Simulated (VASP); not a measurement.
# BIr3Pd (P4/mmm) in VASP: a series of runs, part 2 of 2

VASP 6.6.1. Earlier steps stand in the parts before.

## (3) Relaxation of cell and atoms, PBE

This run uses another cell than the first one, of 14.12 Å³/atom.

Input file INCAR:

```
SYSTEM = BIr3Pd
PREC = Accurate ; ENCUT = 600
EDIFF = 1E-6 ; ISMEAR = 0
SIGMA = 0.1 ; LREAL = .False.
LASPH = .True. ; NELM = 80
ALGO = Normal ; ISIF = 3
LWAVE = .False. ; LCHARG = .False.
GGA = PE ; IBRION = 2
NSW = 90 ; EDIFFG = -0.04
```

Input file KPOINTS:

```
regular mesh
0
Gamma
  6 6 4
  0 0 0
```

Input file POSCAR:

```
BIr3Pd
1.0
    3.1601809600      0.0000000000      0.0000000000
    0.0000000000      3.1601809600      0.0000000000
    0.0000000000      0.0000000000      7.0675606600
B Pd Ir
1 1 3
Direct
    0.5000000000      0.5000000000      0.0000000000
    0.0000000000      0.0000000000      0.0000000000
    0.5000000000      0.5000000000      0.3539235000
    0.5000000000      0.5000000000      0.6460765000
    0.0000000000      0.0000000000      0.5000000000
```

Potentials or basis: VASP PAW PBE potentials, release 64 (B, Pd, Ir).

The run is started by

```bash
cat potpaw_PBE.64/B/POTCAR potpaw_PBE.64/Pd/POTCAR potpaw_PBE.64/Ir/POTCAR > POTCAR
mpirun -np 1 vasp_std > vasp.out
```

OUTCAR:

```text
SYSTEM = BIr3Pd
   PREC = Accurate
   ENCUT = 600
   EDIFF = 1E-6
   ISMEAR = 0
   LREAL = .False.
   LASPH = .True.
   NELM = 80
   ISIF = 3
   GGA = PE
   IBRION = 2
   NSW = 90
   EDIFFG = -0.04

 ion  position               nearest neighbor table
   1  0.500  0.500  0.000-   2 2.23   2 2.23   2 2.23   2 2.23   4 2.50   3 2.50
   2  0.000  0.000  0.000-   1 2.23   1 2.23   1 2.23   1 2.23   3 3.35   4 3.35   4 3.35   3 3.35
                             4 3.35   3 3.35   3 3.35   4 3.35
   3  0.500  0.500  0.354-   4 2.06   5 2.46   5 2.46   5 2.46   5 2.46   1 2.50   2 3.35   2 3.35
                             2 3.35   2 3.35
   4  0.500  0.500  0.646-   3 2.06   5 2.46   5 2.46   5 2.46   5 2.46   1 2.50   2 3.35   2 3.35
                             2 3.35   2 3.35
   5  0.000  0.000  0.500-   3 2.46   4 2.46   3 2.46   4 2.46   3 2.46   4 2.46   3 2.46   4 2.46

  LATTYP: Found a simple tetragonal cell.
 ALAT       =     3.1601809600
 C/A-ratio  =     2.2364417574

  Lattice vectors:

 A1 = (   3.1601809600,   0.0000000000,   0.0000000000)
 A2 = (   0.0000000000,   3.1601809600,   0.0000000000)
 A3 = (   0.0000000000,   0.0000000000,   7.0675606600)

Analysis of symmetry for initial positions (statically):
=====================================================================
 Subroutine PRICEL returns:
 Original cell was already a primitive cell.

 Routine SETGRP: Setting up the symmetry group for a
 simple tetragonal supercell.

 Subroutine GETGRP returns: Found 16 space group operations
 (whereof 16 operations were pure point group operations)
 out of a pool of 16 trial point group operations.

The static configuration has the point symmetry D_4h.

Analysis of symmetry for dynamics (positions and initial velocities):
=====================================================================
 Subroutine PRICEL returns:
 Original cell was already a primitive cell.

 Routine SETGRP: Setting up the symmetry group for a
 simple tetragonal supercell.

 Subroutine GETGRP returns: Found 16 space group operations
 (whereof 16 operations were pure point group operations)
 out of a pool of 16 trial point group operations.

The dynamic configuration has the point symmetry D_4h.

 Subroutine INISYM returns: Found 16 space group operations
 (whereof 16 operations are pure point group operations),
 and found     1 'primitive' translations

----------------------------------------------------------------------------------------

                                     Primitive cell

  volume of cell :      70.5819

  direct lattice vectors                    reciprocal lattice vectors
     3.160180960  0.000000000  0.000000000     0.316437575  0.000000000  0.000000000
     0.000000000  3.160180960  0.000000000     0.000000000  0.316437575  0.000000000
     0.000000000  0.000000000  7.067560660     0.000000000  0.000000000  0.141491534

  length of vectors
     3.160180960  3.160180960  7.067560660     0.316437575  0.316437575  0.141491534

  position of ions in fractional coordinates (direct lattice)
     0.500000000  0.500000000  0.000000000
     0.000000000  0.000000000  0.000000000
     0.500000000  0.500000000  0.353923500
     0.500000000  0.500000000  0.646076500
     0.000000000  0.000000000  0.500000000

  ion indices of the primitive-cell ions
   primitive index   ion index
                 1           1
                 2           2
                 3           3
                 4           4
                 5           5

[... 22 lines left out ...]
 ===========================================

 Found     30 irreducible k-points:

 Following reciprocal coordinates:
            Coordinates               Weight
  0.000000  0.000000  0.000000      1.000000
  0.166667  0.000000  0.000000      4.000000
  0.333333  0.000000  0.000000      4.000000
  0.500000  0.000000  0.000000      2.000000
  0.166667  0.166667  0.000000      4.000000
  0.333333  0.166667  0.000000      8.000000
[... 16 lines left out ...]
  0.333333  0.000000  0.500000      4.000000
  0.500000  0.000000  0.500000      2.000000
 [... further k-points ...]
   k-points           NKPTS =     30   k-points in BZ     NKDIM =     30   number of bands    NBANDS=     24
   number of dos      NEDOS =    301   number of ions     NIONS =      5
   total plane-waves  NPLWV =  43904
   dimension x,y,z NGX =    28 NGY =   28 NGZ =   56
   dimension x,y,z NGXF=    56 NGYF=   56 NGZF=  112
   ions per type =               1   1   3
   NGX,Y,Z   is equivalent  to a cutoff of  14.73, 14.73, 13.17 a.u.
   NGXF,Y,Z  is equivalent  to a cutoff of  29.46, 29.46, 26.35 a.u.
 SYSTEM =  BIr3Pd
   PREC   = accura    normal or accurate (medium, high low for compatibility)
   ISTART =      0    job   : 0-new  1-cont  2-samecut
   ICHARG =      2    charge: 1-file 2-atom 10-const
   ISPIN  =      1    spin polarized calculation?
   LNONCOLLINEAR =      F non collinear calculations
   LSORBIT =      F    spin-orbit coupling
   LASPH  =      T    aspherical Exc in radial PAW
   ENCUT  =  600.0 eV  44.10 Ry    6.64 a.u.   6.31  6.31 14.12*2*pi/ulx,y,z
   NELM   =     80;   NELMIN=  2; NELMDL= -5     # of ELM steps
   EDIFF  = 0.1E-05   stopping-criterion for ELM
   LREAL  =      F    real-space projection
   EDIFFG = -.4E-01   stopping-criterion for IOM
   NSW    =     90    number of steps for IOM
   IBRION =      2    ionic relax: 0-MD 1-quasi-New 2-CG
   NFREE  =      1    steps in history (QN), initial steepest desc. (CG)
   ISIF   =      3    stress and relaxation
   ISYM   =      2    0-nonsym 1-usesym 2-fastsym
   POTIM  = 0.5000    time-step for ionic-motion
   TEBEG  =    0.0;   TEEND  =   0.0 temperature during run
   PSTRESS=    0.0 pullay stress
   NELECT =      40.0000    total number of electrons
   NUPDOWN=      -1.0000    fix difference up-down
   EMIN   =  10.00;   EMAX   =-10.00  energy-range for DOS
   EFERMI =   0.00;   METHOD = LEGACY
   ISMEAR =     0;   SIGMA  =   0.10  broadening in eV -4-tet -1-fermi 0-gaus
   EFERMI_NEDOS =   21; number of points for ismear=-14 and -15
   IALGO  =     38    algorithm
   IMIX   =      4    mixing-type and parameters
     AMIX     =   0.40;   BMIX     =  1.00
     AMIX_MAG =   1.60;   BMIX_MAG =  1.00
  volume/ion in A,a.u.               =      14.12        95.26
  Fermi-wavevector in a.u.,A,eV,Ry     =   1.354764  2.560133 24.971939  1.835386
  Thomas-Fermi vector in A             =   2.481908
   LORBIT       =      0    0 simple, 1 ext, 2 COOP (PROOUT), +10 PAW based schemes
   GGA     = PE    functional components
   LHFCALC =     F    Hartree Fock is set to
   AEXX    =    0.0000 exact exchange contribution
   IVDW    =     0    specifies the selected vdW correction
   LEPSILON=     F    determine dielectric tensor
   LRPA    =     F    only Hartree local field effects (RPA)
 conjugate gradient relaxation of ions
 non-spin polarized calculation
 Gauss-broadening in eV      SIGMA  =   0.10
  energy-cutoff  :      600.00
  volume of cell :       70.58
 maximum number of plane-waves:      2392
 NGX is ok and might be reduce to    28
   NGX = 13   NGY = 13   NGZ = 29

--------------------------------------- Ionic step        1  -------------------------------------------

 number of electron      39.9999994 magnetization

 Free energy of the ion-electron system (eV)
  ---------------------------------------------------
  ext. energy  EPLUGINS =         0.00000000
  ---------------------------------------------------
  free energy    TOTEN  =       -30.50282900 eV

  energy without entropy =      -30.46673601  energy(sigma->0) =      -30.48478251

------------------------ aborting loop because EDIFF is reached ----------------------------------------

  FORCE on cell =-STRESS in cart. coord.  units (eV):
  Direction    XX          YY          ZZ          XY          YZ          ZX
  --------------------------------------------------------------------------------------
  -------------------------------------------------------------------------------------
  Total       16.0675383     16.0675383     34.6313539      0.0000000      0.0000000      0.0000000
  in kB      364.7257922    364.7257922    786.1159431      0.0000000      0.0000000      0.0000000
  external PRESSURE =     505.1891758 kB  Pullay stress =       0.0000000 kB
[... 1413 lines left out ...]
     23       3.9865      0.00000
     24       4.1466      0.00000

 [... further k-points ...]

[... ionic steps 4 to 19 ...]

--------------------------------------- Ionic step       20  -------------------------------------------

 number of electron      39.9999994 magnetization

------------------------ aborting loop because EDIFF is reached ----------------------------------------
[... 73 lines left out ...]
--------------------------------------- Ionic step       22  -------------------------------------------

 number of electron      39.9999993 magnetization

 Free energy of the ion-electron system (eV)
  ---------------------------------------------------
  ext. energy  EPLUGINS =         0.00000000
  ---------------------------------------------------
  free energy    TOTEN  =       -37.74026513 eV

  energy without entropy =      -37.71124293  energy(sigma->0) =      -37.72575403

 E-fermi :   9.1157     XC(G=0): -13.2633

 val. band max:        9.1110918114   @ k =   0.1667   0.0000   0.0000
 cond. band min:       9.1296518075   @ k =   0.1667   0.0000   0.2500
 fundamental gap:      0.0185599960
 Fermi energy:         9.1156799579
[... 680 lines left out ...]
  FREE ENERGIE OF THE ION-ELECTRON SYSTEM (eV)
  ---------------------------------------------------
  free  energy   TOTEN  =       -37.7402651347 eV

  energy  without entropy=      -37.7112429272  energy(sigma->0) =      -37.72575403

 reached required accuracy - stopping structural energy minimisation
```

OSZICAR:

```text
N       E                     dE             d eps       ncg     rms          rms(c)
DAV:   1     0.414365958922E+03    0.41437E+03   -0.20188E+04  1440   0.182E+03
DAV:   2    -0.274159031237E+01   -0.41711E+03   -0.40709E+03  1472   0.476E+02
DAV:   3    -0.321849907563E+02   -0.29443E+02   -0.28564E+02  2080   0.119E+02
DAV:   4    -0.331700742291E+02   -0.98508E+00   -0.97947E+00  1592   0.240E+01
[... 276 lines left out ...]
DAV:   3    -0.377404749321E+02   -0.47874E-05   -0.19825E-03  2112   0.525E-01    0.126E-01
DAV:   4    -0.377402737239E+02    0.20121E-03   -0.62163E-04  2136   0.271E-01    0.287E-02
DAV:   5    -0.377402672057E+02    0.65182E-05   -0.55004E-05  1728   0.566E-02    0.137E-02
DAV:   6    -0.377402660376E+02    0.11681E-05   -0.12062E-05  1928   0.411E-02    0.742E-03
DAV:   7    -0.377402651347E+02    0.90294E-06   -0.23465E-06   888   0.230E-02
  22 F= -.37740265E+02 E0= -.37725754E+02  d E =-.314554E-03
```

Wall time 19 min (1 thread of Intel Xeon Platinum 8124M at 3.00GHz (Skylake/Cascade Lake), shared host); peak memory 0.26 GiB.

Results:

```yaml
Free_energy: -37.7403 eV
Relaxed_volume: 13.52 Å³/atom
Relaxed_cell: a = 3.010 Å, b = 3.010 Å, c = 7.462 Å, α = 90.00°, β = 90.00°, γ = 90.00°
Space_group_after_relaxing_to_0.1_Å: P4/mmm (No. 123)
Pressure_after_relaxing: 0.0 GPa
Largest_force_after_relaxing: 0.015 eV/Å
Band_gap_on_the_k_mesh: zero (bands 20 and 21 overlap by 1.10 eV)
```

Forces in eV/Å, atoms in the order of the input:
```
B    0.000  0.000  0.000
Pd   0.000  0.000  0.000
Ir   0.000  0.000  0.015
Ir   0.000  0.000 -0.015
Ir   0.000  0.000  0.000
```

Final structure:
```xyz
5
Lattice="3.0096 0.0000 0.0000 0.0000 3.0096 0.0000 0.0000 0.0000 7.4618" Properties=species:S:1:pos:R:3 pbc="T T T"
B     1.5048    1.5048    0.0000
Pd    0.0000    0.0000    0.0000
Ir    1.5048    1.5048    2.0387
Ir    1.5048    1.5048    5.4231
Ir    0.0000    0.0000    3.7309
```

Caveat: spin-orbit coupling is left out, which moves the levels of the heavy elements.

## (4) Relaxation of cell and atoms, PBE

Input file INCAR:

```
SYSTEM = BIr3Pd
PREC = Accurate ; ENCUT = 600
EDIFF = 1E-6 ; ISMEAR = 0
SIGMA = 0.1 ; LREAL = .False.
LASPH = .True. ; NELM = 100
ALGO = Fast ; ISIF = 3
LWAVE = .False. ; LCHARG = .False.
GGA = PE ; IBRION = 2
NSW = 100 ; EDIFFG = -0.01
```

Input file KPOINTS:

```
regular mesh
0
Gamma
  12 12 6
  0 0 0
```

Input file POSCAR:

```
BIr3Pd
1.0
    3.0126510411      0.0000000000      0.0000000000
    0.0000000000      3.0126510411      0.0000000000
    0.0000000000      0.0000000000      7.4358911035
B Pd Ir
1 1 3
Direct
    0.5000000000      0.5000000000      0.0000000000
    0.0000000000      0.0000000000      0.0000000000
    0.5000000000      0.5000000000      0.2733019620
    0.5000000000      0.5000000000      0.7266980380
    0.0000000000      0.0000000000      0.5000000000
```

The run is started by

```bash
cat potpaw_PBE.64/B/POTCAR potpaw_PBE.64/Pd/POTCAR potpaw_PBE.64/Ir/POTCAR > POTCAR
mpirun -np 1 vasp_std > vasp.out
```

Run time: 13 min. Hardware: 1 thread of Intel Xeon Platinum 8124M at 3.00GHz (Skylake/Cascade Lake), shared host; peak memory 0.38 GiB.

Results (log left out):

* Free energy: -37.7326 eV
* Relaxed volume: 13.53 Å³/atom
* Relaxed cell: a = 3.017 Å, b = 3.017 Å, c = 7.431 Å, α = 90.00°, β = 90.00°, γ = 90.00°
* Space group after relaxing (to 0.1 Å): P4/mmm (No. 123)
* Energy gained by relaxing: 0.2 meV/atom
* Ionic steps: 9
* Pressure after relaxing: 0.0 GPa
* Band gap on the k mesh: zero (bands 20 and 21 overlap by 1.08 eV)

Step by step:
```csv
step,energy change (eV),largest force (eV/Å),pressure (GPa),volume (Å³)
1,0.0000,0.0990,0.60,67.49
2,0.0010,0.0223,-1.45,67.98
3,-0.0005,0.0549,-0.14,67.67
4,-0.0007,0.0032,0.05,67.62
5,-0.0007,0.0012,0.05,67.62
6,-0.0008,0.0037,-0.04,67.65
7,-0.0008,0.0047,-0.09,67.67
8,-0.0008,0.0062,0.20,67.61
9,-0.0008,0.0007,0.03,67.64
```

Final structure:
```
CELL_PARAMETERS angstrom
3.01715 0.00000 0.00000
0.00000 3.01715 0.00000
0.00000 0.00000 7.43068
ATOMIC_POSITIONS crystal
B 0.50000 0.50000 0.00000
Pd 0.00000 0.00000 0.00000
Ir 0.50000 0.50000 0.27410
Ir 0.50000 0.50000 0.72590
Ir 0.00000 0.00000 0.50000
```

Levels at points of the mesh, in eV from the Fermi level:
| k point | band 18 | band 19 | band 20 | band 21 | band 22 | band 23 |
| --- | --- | --- | --- | --- | --- | --- |
| (0.00, 0.00, 0.00) | -2.10 | -0.73 | -0.36 | 0.45 | 0.45 | 0.54 |
| (0.50, 0.00, 0.00) | -1.59 | -0.49 | -0.28 | 0.38 | 0.61 | 0.93 |
| (0.50, 0.50, 0.00) | 0.12 | 0.43 | 0.45 | 0.48 | 0.48 | 3.26 |
| (0.00, 0.00, 0.50) | -1.33 | -0.90 | -0.90 | -0.63 | 0.15 | 0.49 |
| (0.50, 0.00, 0.50) | -1.10 | -1.00 | 0.32 | 0.52 | 0.70 | 0.81 |
| (0.50, 0.50, 0.50) | 0.12 | 0.43 | 0.45 | 1.79 | 1.79 | 3.01 |

Caveat: spin-orbit coupling is left out, which moves the levels of the heavy elements.

## (5) Summary

```tsv
task	cell	k mesh	cutoff (eV)	gap on the mesh (eV)	pressure (GPa)	relaxed volume (Å³/atom)	largest force (eV/Å)
single point	a = 3.018, b = 3.018, c = 7.415 Å, 5 atoms, atomic positions A	12 × 12 × 6	520	none	0.6	-	0.09
relaxation of cell and atoms	relaxed from a = 3.160, b = 3.160, c = 7.068 Å, 5 atoms, atomic positions B	6 × 6 × 4	600	none	0.0	13.52	0.02
relaxation of cell and atoms	relaxed from a = 3.013, b = 3.013, c = 7.436 Å, 5 atoms, atomic positions A	12 × 12 × 6	600	none	0.0	13.53	-
```

Alike in all rows: level PBE; potentials or basis VASP PAW PBE potentials, release 64 (B, Pd, Ir); no spin polarisation; smearing gaussian 0.1 eV.

Caveats: spin-orbit coupling is left out, which moves the levels of the heavy elements.

Absolute energies hang on the potentials; compare differences alone.
